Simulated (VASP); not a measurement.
# SiC2 (P-3m1) in VASP: notebook

Runs on SiC2. Level: PBE. Tasks: single point, relaxation of cell and atoms.

All numbers are computed with VASP 6.6.1; they aren't measurements. Logs are shortened: lines on timing, memory, paths and dates and some standing lists are left out, and cuts for length are marked.

**1. The cell of the first run**

Symmetry: P-3m1, No. 164, trigonal system. The conventional cell has a = 2.680 Å, b = 2.680 Å, c = 6.564 Å, α = 90.00°, β = 90.00°, γ = 120.00°. Within 3.5 Å of Si (site symmetry -3m) lie 6 C at 2.68 Å and 6 Si at 2.68 Å. Within 3.5 Å of C (site symmetry 3m) lie 3 Si at 2.68 Å and 9 C at 2.68 Å.

**2. Single point, PBE, collinear spin, ferromagnetic start**

File INCAR:

```
PREC = Accurate
ENCUT = 520
EDIFF = 1E-7
ISMEAR = 0
SIGMA = 0.1
LREAL = F
LASPH = T
NELM = 150
ALGO = Normal
ISIF = 2
LWAVE = F
LCHARG = F
ISPIN = 2
MAGMOM = 0 1 1
LORBIT = 11
GGA = PE
NBANDS = 17
```

File KPOINTS:

```
regular mesh
0
Gamma
  6 6 4
```

File POSCAR:

```
SiC2
1.0
    2.6798104000      0.0000000000      0.0000000000
   -1.3399052000      2.3207838900      0.0000000000
    0.0000000000      0.0000000000      6.5641681000
Si C
1 2
Direct
    0.0000000000      0.0000000000      0.0000000000
    0.3333333300      0.6666666700      0.6666666700
    0.6666666700      0.3333333300      0.3333333300
```

Potentials or basis: VASP PAW PBE potentials, release 64 (Si, C).

Command:

```
$ cat potpaw_PBE.64/Si/POTCAR potpaw_PBE.64/C/POTCAR > POTCAR
$ mpirun -np 1 vasp_std > vasp.out
```

OUTCAR:

```text
PREC = Accurate
   ENCUT = 520
   EDIFF = 1E-7
   ISMEAR = 0
   LREAL = F
   LASPH = T
   NELM = 150
   ISIF = 2
   ISPIN = 2
   LORBIT = 11
   GGA = PE

 ion  position               nearest neighbor table
   1  0.000  0.000  0.000-
   2  0.333  0.667  0.667-
   3  0.667  0.333  0.333-

  LATTYP: Found a hexagonal cell.
 ALAT       =     2.6798104000
 C/A-ratio  =     2.4494897475

  Lattice vectors:

 A1 = (   2.6798104000,   0.0000000000,   0.0000000000)
 A2 = (  -1.3399052000,   2.3207838900,   0.0000000000)
 A3 = (   0.0000000000,   0.0000000000,   6.5641681000)

Analysis of symmetry for initial positions (statically):
=====================================================================
 Subroutine PRICEL returns:
 Original cell was already a primitive cell.

 Routine SETGRP: Setting up the symmetry group for a
 hexagonal supercell.

 Subroutine GETGRP returns: Found 12 space group operations
 (whereof 12 operations were pure point group operations)
 out of a pool of 24 trial point group operations.

The static configuration has the point symmetry D_3d.

Analysis of symmetry for dynamics (positions and initial velocities):
=====================================================================
 Subroutine PRICEL returns:
 Original cell was already a primitive cell.

 Routine SETGRP: Setting up the symmetry group for a
 hexagonal supercell.

 Subroutine GETGRP returns: Found 12 space group operations
 (whereof 12 operations were pure point group operations)
 out of a pool of 24 trial point group operations.

The dynamic configuration has the point symmetry D_3d.

Analysis of structural, dynamic, and magnetic symmetry:
=====================================================================
 Subroutine PRICEL returns:
 Original cell was already a primitive cell.

 Routine SETGRP: Setting up the symmetry group for a
 hexagonal supercell.

 Subroutine GETGRP returns: Found 12 space group operations
 (whereof 12 operations were pure point group operations)
 out of a pool of 24 trial point group operations.

The overall configuration has the point symmetry D_3d.

 Subroutine INISYM returns: Found 12 space group operations
 (whereof 12 operations are pure point group operations),
 and found     1 'primitive' translations

----------------------------------------------------------------------------------------

                                     Primitive cell

  volume of cell :      40.8243

  direct lattice vectors                    reciprocal lattice vectors
     2.679810400  0.000000000  0.000000000     0.373160728  0.215444446  0.000000000
    -1.339905200  2.320783890  0.000000000     0.000000000  0.430888892  0.000000000
     0.000000000  0.000000000  6.564168100     0.000000000  0.000000000  0.152342229

  length of vectors
     2.679810400  2.679810405  6.564168100     0.430888893  0.430888892  0.152342229

  position of ions in fractional coordinates (direct lattice)
     0.000000000  0.000000000  0.000000000
     0.333333330  0.666666670  0.666666670
     0.666666670  0.333333330  0.333333330

  ion indices of the primitive-cell ions
   primitive index   ion index
                 1           1
                 2           2
                 3           3

----------------------------------------------------------------------------------------

 KPOINTS: regular mesh

Automatic generation of k-mesh.
 Grid dimensions read from file:
 generate k-points for:    6    6    4

 Generating k-lattice:

  Cartesian coordinates                     Fractional coordinates (reciprocal lattice)
     0.062193455  0.035907408  0.000000000     0.166666667  0.000000000  0.000000000
     0.000000000  0.071814815  0.000000000     0.000000000  0.166666667  0.000000000
     0.000000000  0.000000000  0.038085557     0.000000000  0.000000000  0.250000000

  Length of vectors
     0.071814816  0.071814815  0.038085557

  Shift w.r.t. Gamma in fractional coordinates (k-lattice)
     0.000000000  0.000000000  0.000000000

 Subroutine IBZKPT returns following result:
 ===========================================

 Found     24 irreducible k-points:

 Following reciprocal coordinates:
            Coordinates               Weight
  0.000000  0.000000  0.000000      1.000000
  0.166667 -0.000000  0.000000      6.000000
  0.333333  0.000000  0.000000      6.000000
  0.500000  0.000000  0.000000      3.000000
  0.166667  0.166667  0.000000      6.000000
  0.333333  0.166667  0.000000     12.000000
[... 16 lines left out ...]
  0.333333  0.166667  0.500000     12.000000
  0.333333  0.333333  0.500000      2.000000
   k-points           NKPTS =     24   k-points in BZ     NKDIM =     24   number of bands    NBANDS=     17
   number of dos      NEDOS =    301   number of ions     NIONS =      3
   total plane-waves  NPLWV =  20000
   dimension x,y,z NGX =    20 NGY =   20 NGZ =   50
   dimension x,y,z NGXF=    40 NGYF=   40 NGZF=  100
   ions per type =               1   2
   NGX,Y,Z   is equivalent  to a cutoff of  12.41, 12.41, 12.66 a.u.
   NGXF,Y,Z  is equivalent  to a cutoff of  24.81, 24.81, 25.33 a.u.
 SYSTEM =  unknown system
   PREC   = accura    normal or accurate (medium, high low for compatibility)
   ISTART =      0    job   : 0-new  1-cont  2-samecut
   ICHARG =      2    charge: 1-file 2-atom 10-const
   ISPIN  =      2    spin polarized calculation?
   LNONCOLLINEAR =      F non collinear calculations
   LSORBIT =      F    spin-orbit coupling
   LASPH  =      T    aspherical Exc in radial PAW
   ENCUT  =  520.0 eV  38.22 Ry    6.18 a.u.   4.98  4.98 12.21*2*pi/ulx,y,z
   NELM   =    150;   NELMIN=  2; NELMDL= -5     # of ELM steps
   EDIFF  = 0.1E-06   stopping-criterion for ELM
   LREAL  =      F    real-space projection
   EDIFFG = 0.1E-05   stopping-criterion for IOM
   NSW    =      0    number of steps for IOM
   IBRION =     -1    ionic relax: 0-MD 1-quasi-New 2-CG
   NFREE  =      0    steps in history (QN), initial steepest desc. (CG)
   ISIF   =      2    stress and relaxation
   ISYM   =      2    0-nonsym 1-usesym 2-fastsym
   POTIM  = 0.5000    time-step for ionic-motion
   TEBEG  =    0.0;   TEEND  =   0.0 temperature during run
   PSTRESS=    0.0 pullay stress
   NELECT =      12.0000    total number of electrons
   NUPDOWN=      -1.0000    fix difference up-down
   EMIN   =  10.00;   EMAX   =-10.00  energy-range for DOS
   EFERMI =   0.00;   METHOD = LEGACY
   ISMEAR =     0;   SIGMA  =   0.10  broadening in eV -4-tet -1-fermi 0-gaus
   EFERMI_NEDOS =   21; number of points for ismear=-14 and -15
   IALGO  =     38    algorithm
   IMIX   =      4    mixing-type and parameters
     AMIX     =   0.40;   BMIX     =  1.00
     AMIX_MAG =   1.60;   BMIX_MAG =  1.00
  volume/ion in A,a.u.               =      13.61        91.83
  Fermi-wavevector in a.u.,A,eV,Ry     =   1.088502  2.056970 16.120670  1.184836
  Thomas-Fermi vector in A             =   2.224685
   LORBIT       =     11    0 simple, 1 ext, 2 COOP (PROOUT), +10 PAW based schemes
   GGA     = PE    functional components
   LHFCALC =     F    Hartree Fock is set to
   AEXX    =    0.0000 exact exchange contribution
   IVDW    =     0    specifies the selected vdW correction
   LEPSILON=     F    determine dielectric tensor
   LRPA    =     F    only Hartree local field effects (RPA)
 spin polarized calculation
 Gauss-broadening in eV      SIGMA  =   0.10
  energy-cutoff  :      520.00
  volume of cell :       40.82
 maximum number of plane-waves:      1125
   NGX =  9   NGY =  9   NGZ = 25

 number of electron      12.0000000 magnetization       0.0004241

 Free energy of the ion-electron system (eV)
  ---------------------------------------------------
  ext. energy  EPLUGINS =         0.00000000
  ---------------------------------------------------
  free energy    TOTEN  =       -13.00374244 eV

  energy without entropy =      -12.99103759  energy(sigma->0) =      -12.99739001

 E-fermi :   4.4816     XC(G=0): -10.4205

 val. band max:        4.4475538552   @ k =   0.3333   0.1667   0.0000
 cond. band min:       4.5061455970   @ k =   0.1667   0.1667   0.2500
 fundamental gap:      0.0585917418
 Fermi energy:         4.4815703247

 spin component 1

 k-point     1 :       0.0000    0.0000    0.0000
  band No.  band energies     occupation
      1      -8.8676      1.00000
      2      -6.2850      1.00000
      3      -5.4559      1.00000
      4       2.8486      1.00000
      5       3.0959      1.00000
      6       8.0014      0.00000
[... 9 lines left out ...]
     16      20.2117      0.00000
     17      22.7292      0.00000

 k-point     2 :       0.1667   -0.0000    0.0000
  band No.  band energies     occupation
      1      -8.1995      1.00000
      2      -5.7169      1.00000
      3      -4.8067      1.00000
      4       3.2541      1.00000
      5       3.5411      1.00000
      6       6.1745      0.00000
[... 9 lines left out ...]
     16      21.1694      0.00000
     17      21.4596      0.00000

 k-point     3 :       0.3333    0.0000    0.0000
  band No.  band energies     occupation
      1      -6.2818      1.00000
      2      -4.1870      1.00000
      3      -2.9167      1.00000
      4       2.0402      1.00000
      5       3.1040      1.00000
      6       4.2843      0.99737
[... 392 lines left out ...]
 k-point    23 :       0.3333    0.1667    0.5000
  band No.  band energies     occupation
      1      -4.0781      1.00000
      2      -3.9957      1.00000
      3      -0.7962      1.00000
      4       0.9466      1.00000
      5       2.1851      1.00000
      6       3.4666      1.00000
[... 9 lines left out ...]
     16      19.4914      0.00000
     17      21.3339      0.00000

 k-point    24 :       0.3333    0.3333    0.5000
  band No.  band energies     occupation
      1      -2.9061      1.00000
      2      -2.9061      1.00000
      3       0.6123      1.00000
      4       0.9619      1.00000
      5       0.9619      1.00000
      6       1.8440      1.00000
[... 9 lines left out ...]
     16      20.2620      0.00000
     17      23.3133      0.00000
 Fermi energy:         4.4815703247

 spin component 2

 k-point     1 :       0.0000    0.0000    0.0000
  band No.  band energies     occupation
      1      -8.8675      1.00000
      2      -6.2847      1.00000
      3      -5.4558      1.00000
      4       2.8488      1.00000
      5       3.0961      1.00000
      6       8.0018      0.00000
[... 9 lines left out ...]
     16      20.2119      0.00000
     17      22.7299      0.00000

 k-point     2 :       0.1667   -0.0000    0.0000
  band No.  band energies     occupation
      1      -8.1994      1.00000
      2      -5.7167      1.00000
      3      -4.8066      1.00000
      4       3.2542      1.00000
      5       3.5412      1.00000
      6       6.1748      0.00000
[... 9 lines left out ...]
     16      21.1695      0.00000
     17      21.4598      0.00000

 k-point     3 :       0.3333    0.0000    0.0000
  band No.  band energies     occupation
      1      -6.2816      1.00000
      2      -4.1867      1.00000
      3      -2.9166      1.00000
      4       2.0404      1.00000
      5       3.1042      1.00000
      6       4.2844      0.99735
[... 392 lines left out ...]
 k-point    23 :       0.3333    0.1667    0.5000
  band No.  band energies     occupation
      1      -4.0779      1.00000
      2      -3.9955      1.00000
      3      -0.7960      1.00000
      4       0.9467      1.00000
      5       2.1853      1.00000
      6       3.4667      1.00000
[... 9 lines left out ...]
     16      19.4916      0.00000
     17      21.3340      0.00000

 k-point    24 :       0.3333    0.3333    0.5000
  band No.  band energies     occupation
      1      -2.9058      1.00000
      2      -2.9058      1.00000
      3       0.6124      1.00000
      4       0.9620      1.00000
      5       0.9620      1.00000
      6       1.8443      1.00000
[... 9 lines left out ...]
     16      20.2622      0.00000
     17      23.3135      0.00000

------------------------ aborting loop because EDIFF is reached ----------------------------------------

  FORCE on cell =-STRESS in cart. coord.  units (eV):
  Direction    XX          YY          ZZ          XY          YZ          ZX
  --------------------------------------------------------------------------------------
  -------------------------------------------------------------------------------------
  Total       -4.0400302     -4.0400303     -7.4139770      0.0000000     -0.0000000      0.0000000
  in kB     -158.5538288   -158.5538297   -290.9667430      0.0000000     -0.0000000      0.0000000
  external PRESSURE =    -202.6914672 kB  Pullay stress =       0.0000000 kB

 VOLUME and BASIS-vectors are now :
 -----------------------------------------------------------------------------
  energy-cutoff  :      520.00
  volume of cell :       40.82
      direct lattice vectors                 reciprocal lattice vectors
     2.679810400  0.000000000  0.000000000     0.373160728  0.215444446  0.000000000
    -1.339905200  2.320783890  0.000000000     0.000000000  0.430888892  0.000000000
     0.000000000  0.000000000  6.564168100     0.000000000  0.000000000  0.152342229

 POSITION                                       TOTAL-FORCE (eV/Angst)
 -----------------------------------------------------------------------------------
      0.00000      0.00000      0.00000        -0.000000      0.000000      0.000000
     -0.00000      1.54719      4.37611        -0.000000      0.000000      0.181659
      1.33991      0.77359      2.18806         0.000000     -0.000000     -0.181659
 -----------------------------------------------------------------------------------
    total drift:                               -0.000000      0.000000     -0.000000

  FREE ENERGIE OF THE ION-ELECTRON SYSTEM (eV)
  ---------------------------------------------------
  free  energy   TOTEN  =       -13.0037424396 eV

  energy  without entropy=      -12.9910375870  energy(sigma->0) =      -12.99739001

 total charge

# of ion       s       p       d       tot
------------------------------------------
    1        0.852   0.625   0.000   1.477
    2        1.068   0.906   0.000   1.974
    3        1.068   0.906   0.000   1.974
--------------------------------------------------
tot          2.988   2.437   0.000   5.425

 magnetization (x)

# of ion       s       p       d       tot
------------------------------------------
    1        0.000   0.000   0.000   0.000
    2        0.000   0.000   0.000   0.000
    3        0.000   0.000   0.000   0.000
--------------------------------------------------
tot          0.000   0.000   0.000   0.000
```

It took 27 s on 1 thread of Intel Xeon Platinum 8559C (Emerald Rapids), shared host; peak memory 0.17 GiB.

Results:

| Property | Result |
| --- | --- |
| Free energy | -13.0037 eV |
| Pressure | -20.3 GPa |
| Largest force | 0.182 eV/Å |
| Band gap on the k mesh | zero (filled and empty bands overlap) |
| Net moment | 0.00 μB per cell |
| Valence electrons inside the program's atomic spheres | Si 1.48; C 1.97 |

Forces in eV/Å, atoms in the order of the input:
```
Si   0.000  0.000  0.000
C    0.000  0.000  0.182
C    0.000  0.000 -0.182
```

Caveat: the k points lie up to 0.45 Å⁻¹ apart.

[end of part 1 of 2]
